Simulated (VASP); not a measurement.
A run of VASP 6.6.1:

The input INCAR:

```
PREC = Accurate
ENCUT = 500
EDIFF = 1E-6
ISMEAR = 0
SIGMA = 0.02
LREAL = F
LASPH = T
NELM = 120
ALGO = Normal
ISIF = 2
LWAVE = F
LCHARG = F
GGA = PE
NBANDS = 16
GGA_COMPAT = F
```

The input KPOINTS:

```
Automatic mesh
0
Gamma
  8 8 8
```

Contents of POSCAR:

```
CdS
1.0
    0.0000000000      2.9629100571      2.9629100571
    2.9629100571      0.0000000000      2.9629100571
    2.9629100571      2.9629100571      0.0000000000
Cd S
1 1
Direct
    0.0000000000      0.0000000000      0.0000000000
    0.2500000000      0.2500000000      0.2500000000
```

Potentials or basis: VASP PAW PBE potentials, release 64 (Cd, S).

Run with:

```console
$ cat potpaw_PBE.64/Cd/POTCAR potpaw_PBE.64/S/POTCAR > POTCAR
$ mpirun -np 1 vasp_std > vasp.out
```

Hardware: 1 thread of Intel(R) Xeon(R) Platinum 8375C CPU @ 2.90GHz (Ice Lake) (shared host).

How long does it take, and how much memory?

Wall time 15 s on 1 thread of Intel(R) Xeon(R) Platinum 8375C CPU @ 2.90GHz (Ice Lake), with other jobs on the host, peak memory 0.18 GiB. Counts: scf iterations 14, k points 29.
